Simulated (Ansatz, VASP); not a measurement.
**One calculation of SiC, two programs**

```
CELL_PARAMETERS angstrom
0.00000 2.16449 2.16449
2.16449 0.00000 2.16449
2.16449 2.16449 0.00000
ATOMIC_POSITIONS crystal
Si 0.00000 0.00000 0.00000
C 0.25000 0.25000 0.25000
```

Alike in both runs: functional LDA; k mesh 10 × 10 × 10; occupations gaussian, width 0.02 eV; no spin polarisation.

Ansatz relaxed the structure, and its values are those at the end. VASP's run is a single point on that final structure, the one shown.

```csv
,VASP,Ansatz
version,VASP 6.6.1,Ansatz 0.2.0
potentials or method,"VASP PAW LDA potentials, release 64 (Si, C), cutoff 600 eV","scalar-relativistic, plane waves, PAW"
valence electrons in the cell,8,8
```

|  | VASP | Ansatz | Ansatz less VASP |
| --- | --- | --- | --- |
| gap on the k mesh at the Fermi level (eV) | 1.29 | 1.30 | +0.013 |
| least direct gap on the mesh (eV) | 4.52 | 4.53 | +0.012 |
| pressure (GPa) | 0.3 | 0.0 | -0.26 |

LDA's correlation is that of Perdew and Zunger in VASP and of Perdew and Wang (1992) in Ansatz.
